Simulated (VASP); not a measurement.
Ta, 1 atom in the cell. It takes space group Im-3m (No. 229, cubic). Conventional cell: a = 3.346 Å, b = 3.346 Å, c = 3.346 Å, α = 90.00°, β = 90.00°, γ = 90.00°. Ta (site symmetry m-3m) has 14 Ta at 2.90 to 3.35 Å within 3.8 Å.  This cell differs from its parent crystal: volume scaled by 1.04.

```yaml
Program: VASP 6.6.1
Task: single point
Functional: LDA
Potentials_or_basis: VASP PAW LDA potentials, release 64 (Ta_pv)
Cutoff: 520 eV
k_mesh: 11 × 11 × 11
Occupations: fermi-dirac, width 0.05 eV
Spin: no spin polarisation
Dipole_correction: no
Further_INCAR_settings: ALGO = Normal; EDIFF = 1e-06; NBANDS = 12
```

Potentials or basis: VASP PAW LDA potentials, release 64 (Ta_pv).

The run is started by

```sh
$ cat potpaw_LDA.64/Ta_pv/POTCAR > POTCAR
$ mpirun -np 1 vasp_std > vasp.out
```

Hardware: 1 thread of AMD EPYC 7R43 64-Core Processor (Zen 3), on a shared host.

Task: How long does it take, and how much memory?

Result: Run time: 7.6 s on 1 thread of AMD EPYC 7R43 64-Core Processor (Zen 3), on a shared host, peak memory 0.1 GiB. Counts: scf iterations 10, k points 56.
